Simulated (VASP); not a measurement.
# NaI (I4/mmm) in VASP: notebook, part 2 of 2

VASP 6.6.1. The steps go on from the part before.

## 4. Single point, LDA (zz strain of +2 %)

INCAR

```
  PREC = Accurate
  ENCUT = 520
  EDIFF = 1E-7
  ISMEAR = -1
  SIGMA = 0.02
  LREAL = F
  LASPH = T
  NELM = 80
  ALGO = Normal
  ISIF = 2
  LWAVE = F
  LCHARG = T
  LELF = T
  LVHAR = T
  NBANDS = 14
```

KPOINTS

```
Automatic mesh
0
Gamma
  8 8 8
```

POSCAR

```
NaI
1.0
    0.0000000000      3.2364000000      3.3011280000
    3.2364000000      0.0000000000      3.3011280000
    3.2364000000      3.2364000000      0.0000000000
Na I
1 1
Direct
    0.0000000000      0.0000000000      0.0000000000
    0.5000000000      0.5000000000      0.5000000000
```

Potentials or basis: VASP PAW LDA potentials, release 64 (Na_pv, I).

The run is started by

```sh
cat potpaw_LDA.64/Na_pv/POTCAR potpaw_LDA.64/I/POTCAR > POTCAR
mpirun -np 1 vasp_std > vasp.out
```

OUTCAR:

```text
PREC = Accurate
   ENCUT = 520
   EDIFF = 1E-7
   ISMEAR = -1
   LREAL = F
   LASPH = T
   NELM = 80
   ISIF = 2

 ion  position               nearest neighbor table
   1  0.000  0.000  0.000-
   2  0.500  0.500  0.500-

  LATTYP: Found a body centered tetragonal cell.
 ALAT       =     4.5769607733
 C/A-ratio  =     1.4424978336

  Lattice vectors:

 A1 = (  -3.2364000000,   0.0000000000,   3.3011280000)
 A2 = (   3.2364000000,   0.0000000000,   3.3011280000)
 A3 = (   0.0000000000,   3.2364000000,  -3.3011280000)

Analysis of symmetry for initial positions (statically):
=====================================================================
 Subroutine PRICEL returns:
 Original cell was already a primitive cell.

 Routine SETGRP: Setting up the symmetry group for a
 body centered tetragonal supercell.

 Subroutine GETGRP returns: Found 16 space group operations
 (whereof 16 operations were pure point group operations)
 out of a pool of 16 trial point group operations.

The static configuration has the point symmetry D_4h.

Analysis of symmetry for dynamics (positions and initial velocities):
=====================================================================
 Subroutine PRICEL returns:
 Original cell was already a primitive cell.

 Routine SETGRP: Setting up the symmetry group for a
 body centered tetragonal supercell.

 Subroutine GETGRP returns: Found 16 space group operations
 (whereof 16 operations were pure point group operations)
 out of a pool of 16 trial point group operations.

The dynamic configuration has the point symmetry D_4h.

 Subroutine INISYM returns: Found 16 space group operations
 (whereof 16 operations are pure point group operations),
 and found     1 'primitive' translations

----------------------------------------------------------------------------------------

                                     Primitive cell

  volume of cell :      69.1539

[... 117 lines left out ...]
   LEPSILON=     F    determine dielectric tensor
   LRPA    =     F    only Hartree local field effects (RPA)
 non-spin polarized calculation
  energy-cutoff  :      520.00
  volume of cell :       69.15
 maximum number of plane-waves:      1886
 NGX is ok and might be reduce to    36
   NGX = 17   NGY = 17   NGZ = 17

 number of electron      13.9999996 magnetization

 Free energy of the ion-electron system (eV)
  ---------------------------------------------------
  ext. energy  EPLUGINS =         0.00000000
  ---------------------------------------------------
  free energy    TOTEN  =        -5.96626332 eV

  energy without entropy =       -5.96626332  energy(sigma->0) =       -5.96626332

 E-fermi :   0.8904     XC(G=0):  -8.0208

 val. band max:        0.4978686173   @ k =   0.0000   0.0000   0.0000
 cond. band min:       3.7775970094   @ k =   0.0000   0.0000   0.0000
 fundamental gap:      3.2797283921
 Fermi energy:         0.8904444226

 k-point     1 :       0.0000    0.0000    0.0000
  band No.  band energies     occupation
      1     -21.9276      2.00000
      2     -21.9266      2.00000
      3     -21.9266      2.00000
      4     -10.5525      2.00000
      5       0.4736      2.00000
      6       0.4736      2.00000
      7       0.4979      2.00000
      8       3.7776      0.00000
      9       8.1935      0.00000
     10       8.3207      0.00000
     11       8.3207      0.00000
     12      10.0020      0.00000
     13      10.2240      0.00000
     14      10.6586      0.00000
[... 377 lines left out ...]
      1     -21.9306      2.00000
      2     -21.9279      2.00000
      3     -21.9271      2.00000
      4     -10.3096      2.00000
      5      -1.2516      2.00000
      6       0.1093      2.00000
      7       0.1356      2.00000
      8       5.6667      0.00000
      9       7.3613      0.00000
     10       7.8181      0.00000
     11       8.3608      0.00000
     12      10.2482      0.00000
     13      11.3077      0.00000
     14      11.4913      0.00000

 [... further k-points ...]

------------------------ aborting loop because EDIFF is reached ----------------------------------------

  FORCE on cell =-STRESS in cart. coord.  units (eV):
  Direction    XX          YY          ZZ          XY          YZ          ZX
  --------------------------------------------------------------------------------------
  -------------------------------------------------------------------------------------
  Total       -0.7514866     -0.7514866     -0.8888358      0.0000000     -0.0000000      0.0000000
  in kB      -17.4106534    -17.4106534    -20.5927992      0.0000000     -0.0000000      0.0000000
  external PRESSURE =     -18.4713687 kB  Pullay stress =       0.0000000 kB

 VOLUME and BASIS-vectors are now :
 -----------------------------------------------------------------------------
  energy-cutoff  :      520.00
  volume of cell :       69.15
      direct lattice vectors                 reciprocal lattice vectors
     0.000000000  3.236400000  3.301128000    -0.154492646  0.154492646  0.151463379
     3.236400000  0.000000000  3.301128000     0.154492646 -0.154492646  0.151463379
     3.236400000  3.236400000  0.000000000     0.154492646  0.154492646 -0.151463379

 POSITION                                       TOTAL-FORCE (eV/Angst)
 -----------------------------------------------------------------------------------
      0.00000      0.00000      0.00000        -0.000000     -0.000000      0.000000
      3.23640      3.23640      3.30113         0.000000      0.000000      0.000000
 -----------------------------------------------------------------------------------
    total drift:                                0.000000      0.000000      0.000000

  FREE ENERGIE OF THE ION-ELECTRON SYSTEM (eV)
  ---------------------------------------------------
  free  energy   TOTEN  =        -5.9662633186 eV

  energy  without entropy=       -5.9662633185  energy(sigma->0) =       -5.96626332
```

stdout:

```text
POSCAR found type information on POSCAR NaI
 POSCAR found :  2 types and       2 ions
 scaLAPACK will be used
 LDA part: xc-table for (Slater(with rela. corr.)+CA(PZ))
 , standard interpolation
 POSCAR, INCAR and KPOINTS ok, starting setup
 FFT: planning ... GRIDC
 FFT: planning ... GRID_SOFT
 FFT: planning ... GRID
 WAVECAR not read
 entering main loop
```

Wall time 17 s (1 thread of Intel Xeon 6975P-C (Granite Rapids), shared host); peak memory 0.2 GiB.

What came out:

```yaml
Free_energy: -5.9663 eV
Pressure: -1.8 GPa
Band_gap_on_the_k_mesh: 3.28 eV
```

Stress tensor (GPa, compression positive):
```
-1.74  0.00  0.00
 0.00 -1.74  0.00
 0.00  0.00 -2.06
```

Levels at points of the mesh, in eV from the valence-band top:
```tsv
k point	band 5	band 6	band 7	band 8	band 9	band 10
(0.00, 0.00, 0.00)	-0.02	-0.02	0.00	3.28	7.70	7.82
(0.50, 0.00, 0.00)	-2.19	-0.31	-0.28	4.84	7.17	7.32
(0.50, 0.50, 0.00)	-1.91	-0.72	-0.72	4.25	5.43	9.37
(0.50, 0.00, 0.50)	-1.91	-0.81	-0.73	4.23	5.38	9.52
```

Caveat: the cell differs from its parent crystal (zz strain of +2 %); spin-orbit coupling is left out, which moves the levels of the heavy elements.

## 5. Single point, LDA (equal xx and yy strain of +1 %)

INCAR

```
SYSTEM = NaI
  ALGO = Normal
  EDIFF = 1E-6
  ENCUT = 520
  ISIF = 2
  ISMEAR = -1
  LASPH = .True.
  LCHARG = .False.
  LREAL = .False.
  LWAVE = .False.
  NBANDS = 14
  NELM = 60
  PREC = Accurate
  SIGMA = 0.02
```

KPOINTS

```
k-points
0
Gamma
  8 8 8
  0 0 0
```

POSCAR

```
NaI
1.0
    0.0000000000      3.2687640000      3.2364000000
    3.2687640000      0.0000000000      3.2364000000
    3.2687640000      3.2687640000      0.0000000000
Na I
1 1
Direct
    0.0000000000      0.0000000000      0.0000000000
    0.5000000000      0.5000000000      0.5000000000
```

The run is started by

```sh
cat potpaw_LDA.64/Na_pv/POTCAR potpaw_LDA.64/I/POTCAR > POTCAR
mpirun -np 1 vasp_std > vasp.out
```

Run time: 15 s. Hardware: 1 thread of Intel Xeon 6975P-C (Granite Rapids), shared host; peak memory 0.2 GiB.

The run converged. Its results:

```
Free energy            : -5.9669 eV
Pressure               : -1.8 GPa
Band gap on the k mesh : 3.29 eV
```

Stress tensor (GPa, compression positive):
```
-1.90  0.00  0.00
 0.00 -1.90  0.00
 0.00  0.00 -1.73
```

Levels at points of the mesh, in eV from the valence-band top:
```csv
k point,band 4,band 5,band 6,band 7,band 8,band 9,band 10,band 11
"(0.00, 0.00, 0.00)",-11.04,-0.01,0.00,0.00,3.29,7.77,7.77,7.83
"(0.50, 0.00, 0.00)",-10.74,-2.18,-0.29,-0.27,4.85,7.22,7.29,8.33
"(0.50, 0.50, 0.00)",-10.66,-1.89,-0.76,-0.76,4.24,5.39,9.53,10.87
"(0.50, 0.00, 0.50)",-10.67,-1.90,-0.75,-0.71,4.25,5.41,9.46,10.83
```

Caveat: the cell differs from its parent crystal (equal xx and yy strain of +1 %); spin-orbit coupling is left out, which moves the levels of the heavy elements.

## 6. The runs side by side

| cell | gap on the mesh (eV) | pressure (GPa) |
| --- | --- | --- |
| a = 4.554, b = 4.554, c = 4.577 Å, angles 59.8, 59.8, 60.3°, 2 atoms | 3.37 | -1.5 |
| a = 4.600, b = 4.600, c = 4.577 Å, angles 60.2, 60.2, 59.7°, 2 atoms | 3.31 | -1.7 |
| a = 4.623, b = 4.623, c = 4.577 Å, angles 60.3, 60.3, 59.3°, 2 atoms | 3.28 | -1.8 |
| a = 4.600, b = 4.600, c = 4.623 Å, angles 59.8, 59.8, 60.3°, 2 atoms | 3.29 | -1.8 |

Alike in all rows: task single point; level LDA; potentials or basis VASP PAW LDA potentials, release 64 (Na_pv, I); no spin polarisation; k mesh 8 × 8 × 8; cutoff (eV) 520; smearing fermi-dirac 0.02 eV.

Caveats: spin-orbit coupling is left out, which moves the levels of the heavy elements.

Total energies depend on the potentials used, so only differences within one code and one set of settings carry meaning.
